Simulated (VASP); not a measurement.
Crystal: Pt.

```
CELL_PARAMETERS angstrom
2.80890 0.00000 0.00000
-1.40445 2.43258 0.00000
0.00000 0.00000 4.87586
ATOMIC_POSITIONS crystal
Pt 0.66667 0.33333 0.75000
Pt 0.33333 0.66667 0.25000
```

Base run:

| Item | Value |
| --- | --- |
| Program | VASP 6.6.1 |
| Functional | r2SCAN |
| Potentials or basis | VASP PAW PBE potentials, release 64 (Pt_sv_GW) |
| Cutoff | 550 eV |
| k mesh | 10 × 10 × 5 |
| Occupations | fermi-dirac, width 0.1 eV |
| Spin | no spin polarisation |

Its results: band gap on the k mesh zero (band 18 reaches 9.19 eV, above the bottom of band 19 at 8.06 eV); pressure -18.3 GPa.

Problem. The run is repeated on the same cell with these changes: potentials or basis from VASP PAW PBE potentials, release 64 (Pt_sv_GW) to VASP PAW PBE potentials, release 64 (Pt); cutoff from 550 eV to 520 eV; further incar settings from ALGO = Normal; EDIFF = 1e-06; NBANDS = 25 to ALGO = Normal; EDIFF = 1e-07; NBANDS = 17; valence electrons from 36 to 20. What comes out?

Solution. Band gap on the k mesh zero (band 10 reaches 9.64 eV, above the bottom of band 11 at 8.52 eV); pressure -16.1 GPa.

Caveats: the PAW data sets were made with another functional, which shifts forces and pressure a little; spin-orbit coupling is left out, which moves the levels of the heavy elements.
